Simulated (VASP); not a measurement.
# AlH7: single point with PBE

AlH7:

```
CELL_PARAMETERS angstrom
5.38050 0.00000 0.00000
-2.69025 4.65965 0.00000
0.00000 0.00000 5.36428
ATOMIC_POSITIONS crystal
Al 0.00000 0.00000 0.00000
H 0.33333 0.66667 0.56997
H 0.33333 0.66667 0.43003
H 0.66667 0.33333 0.43003
H 0.66667 0.33333 0.56997
H 0.29574 0.00000 0.00000
H 0.70426 0.70426 0.00000
H 0.00000 0.29574 0.00000
```

```yaml
Program: VASP 6.6.1
Task: single point
Functional: PBE
Potentials_or_basis: VASP PAW PBE potentials, release 64 (Al, H)
Cutoff: 520 eV
k_mesh: 4 × 4 × 4
Occupations: gaussian, width 0.2 eV
Spin: no spin polarisation
```

| Quantity | Value |
| --- | --- |
| Pressure | 0.1 GPa |
| Largest force | 0.041 eV/Å |
| Band gap on the k mesh | 3.91 eV (least direct gap 4.15 eV) |

Forces in eV/Å, atoms in the order of the input:
```
Al   0.000  0.000  0.000
H    0.000  0.000  0.041
H    0.000  0.000 -0.041
H    0.000  0.000 -0.041
H    0.000  0.000  0.041
H    0.013  0.000  0.000
H   -0.006 -0.011  0.000
H   -0.006  0.011  0.000
```

Levels at points of the mesh, in eV from the valence-band top:
```
           k point  band 3  band 4  band 5  band 6  band 7  band 8
(0.00, 0.00, 0.00)   -3.03   -0.03   -0.03    4.36    6.32    7.33
(0.50, 0.00, 0.00)   -3.08   -0.57   -0.22    5.01    6.33    7.19
(0.00, 0.00, 0.50)   -3.02    0.00    0.00    4.21    6.12    7.82
(0.50, 0.00, 0.50)   -3.24   -0.78   -0.21    3.94    6.20    7.77
```

It took 16 s on 1 thread of Intel(R) Xeon(R) 6975P-C (Granite Rapids), on a shared host, peak memory 0.22 GiB.

A k mesh can miss the band edges.
